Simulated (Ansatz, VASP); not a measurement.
# InTeO2: VASP beside Ansatz

```xyz
4
Lattice="3.5521 0.0000 0.0000 0.0000 3.5521 0.0000 0.0000 0.0000 5.0175" Properties=species:S:1:pos:R:3 pbc="T T T"
In    0.0000    0.0000    0.0000
Te    1.7760    1.7760    2.5087
O     0.0000    0.0000    2.5087
O     1.7760    1.7760    0.0000
```

Change from the starting cell: species swapped into the HfTiN2 type (P4/mmm, No. 123).

Alike in both runs: task single point; functional PBE; k mesh 6 × 6 × 4; occupations gaussian, width 0.1 eV; no spin polarisation.

```csv
,VASP,Ansatz
version,VASP 6.6.1,Ansatz 0.2.0
potentials or method,"VASP PAW PBE potentials, release 64 (In_d, Te, O), cutoff 520 eV","scalar-relativistic, plane waves, PAW"
valence electrons in the cell,31,41
```

|  | VASP | Ansatz | Ansatz less VASP |
| --- | --- | --- | --- |
| gap on the k mesh at the Fermi level (eV) | none | none | - |
| pressure (GPa) | 3.2 | 3.4 | +0.23 |
| traceless stress, the component that is largest in VASP (GPa) | -0.81 | -0.81 | -0.001 |

A gap of «none» marks a metal or a gap that the smearing closes. The functional is the same, so the differences come from potentials, cutoffs and numerics. VASP's potentials hold 31 valence electrons a cell and Ansatz's 41, so a difference there can come from the potentials and not from the codes.

Neither program's run includes spin-orbit coupling.
